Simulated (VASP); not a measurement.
Wanted: the native input for a VASP 6.6.1 run.

- Task: relaxation of cell and atoms
- Functional: PBE
- Potentials or basis: VASP PAW PBE potentials, release 64 (Hf_pv, C)
- Cutoff: 600 eV
- k mesh: 10 × 10 × 10
- Occupations: fermi-dirac, width 0.05 eV
- Spin: no spin polarisation
- Target pressure: 20 GPa
- Dipole correction: no
- Further INCAR settings: ALGO = Normal; EDIFF = 1e-07; IBRION = 2; EDIFFG = -0.02; NSW = 80; ISIF = 3

The structure of HfC lies in POSCAR:

```
HfC
1.0
    0.0000000000      2.3250000000      2.3250000000
    2.3250000000      0.0000000000      2.3250000000
    2.3250000000      2.3250000000      0.0000000000
Hf C
1 1
Direct
    0.5000000000      0.5000000000      0.5000000000
    0.0000000000      0.0000000000      0.0000000000
```

These files were run (other wordings do the same):

INCAR

```
PREC = Accurate ; ENCUT = 600
EDIFF = 1E-7 ; ISMEAR = -1
SIGMA = 0.05 ; LREAL = F
LASPH = T ; NELM = 100
ALGO = Normal ; ISIF = 3
LWAVE = F ; LCHARG = F
GGA = PE ; IBRION = 2
NSW = 80 ; EDIFFG = -0.02
PSTRESS = 200.0
```

KPOINTS

```
Automatic mesh
0
Gamma
  10 10 10
```

Potentials or basis: VASP PAW PBE potentials, release 64 (Hf_pv, C).

The run is started by

```console
$ cat potpaw_PBE.64/Hf_pv/POTCAR potpaw_PBE.64/C/POTCAR > POTCAR
$ mpirun -np 1 vasp_std > vasp.out
```

Results of the run:

```
Relaxed volume                                         : 11.68 Å³/atom
Relaxed cell                                           : a = 3.208 Å, b = 3.208 Å, c = 3.208 Å, α = 60.00°, β = 60.00°, γ = 60.00°
Space group after relaxing (to 0.05 Å)                 : Fm-3m (No. 225)
Energy change on relaxing (the enthalpy is what falls) : +50.3 meV/atom
Ionic steps                                            : 4
Pressure after relaxing                                : 19.8 GPa
Band gap on the k mesh                                 : zero (band 7 reaches 7.57 eV, above the bottom of band 8 at 6.14 eV)
```

Caveat: the cell is relaxed towards a set pressure, so the enthalpy falls and the energy may rise; spin-orbit coupling is left out, which moves the levels of the heavy elements.

Run time: 25 s on 1 thread of Intel(R) Xeon(R) 6975P-C (Granite Rapids) (shared host), peak memory 0.18 GiB.
